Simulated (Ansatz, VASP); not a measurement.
Two plane-wave programs on MgO

The input INCAR:

```
  PREC = Accurate
  ENCUT = 840
  EDIFF = 1E-6
  ISMEAR = 0
  SIGMA = 0.05
  LREAL = False
  LASPH = True
  NELM = 120
  ALGO = Normal
  ISIF = 2
  LWAVE = False
  LCHARG = False
  GGA = CA
  NBANDS = 15
  GGA_COMPAT = False
```

KPOINTS

```
regular mesh
0
Gamma
  9 9 8
```

Contents of POSCAR:

```
MgO
1.0
    2.9380209034      0.0000000000      0.0000000000
   -1.4690104517      2.3917366948      0.0000000000
    0.0000000000      0.0000000000      2.6796800000
Mg O
1 1
Direct
    0.0000000000      0.0000000000      0.0000000000
    0.3333333333      0.6666666667      0.5000000000
```

Input for Ansatz:

```yaml
crystal:
  lattice:
    - [2.9380209034, 0.0, 0.0]
    - [-1.4690104517, 2.3917366948, 0.0]
    - [0.0, 0.0, 2.67968]
  atoms:
    - { symbol: Mg, position: [0.0, 0.0, 0.0] }
    - { symbol: O, position: [0.3333333333, 0.6666666667, 0.5] }
basis:
  ecutwfc: 420
kpoints:
  mp_grid: { grid: [9, 9, 8] }
hamiltonian:
  xc: lda
scf:
  occupations: { method: gaussian, width: 0.05 }
output:
  forces: true
  stress: true
  eigenvalues: true
```

Change from the starting cell: strain -0.0600 x Voigt [0, 1, 0, 0, 0, 0], atoms carried along.

Alike in both runs: task single point; functional LDA; k mesh 9 × 9 × 8; occupations gaussian, width 0.05 eV; no spin polarisation.

```csv
,VASP,Ansatz
version,VASP 6.6.1,Ansatz 0.2.0
potentials or method,"VASP PAW LDA potentials, release 64 (Mg_sv, O), cutoff 840 eV","scalar-relativistic, plane waves, PAW"
valence electrons in the cell,16,16
```

|  | VASP | Ansatz | Ansatz less VASP |
| --- | --- | --- | --- |
| gap on the k mesh at the Fermi level (eV) | 3.19 | 3.17 | -0.012 |
| least direct gap on the mesh (eV) | 3.63 | 3.62 | -0.014 |
| pressure (GPa) | -0.8 | -1.3 | -0.47 |
| traceless stress, the component that is largest in VASP (GPa) | 13.04 | 13.08 | +0.042 |
| rms of the force components (eV/Å) | 0.042 | 0.036 | -0.0059 |

LDA's correlation is that of Perdew and Zunger in VASP and of Perdew and Wang (1992) in Ansatz. Atom by atom the forces differ by 0.006 eV/Å (rms over components).
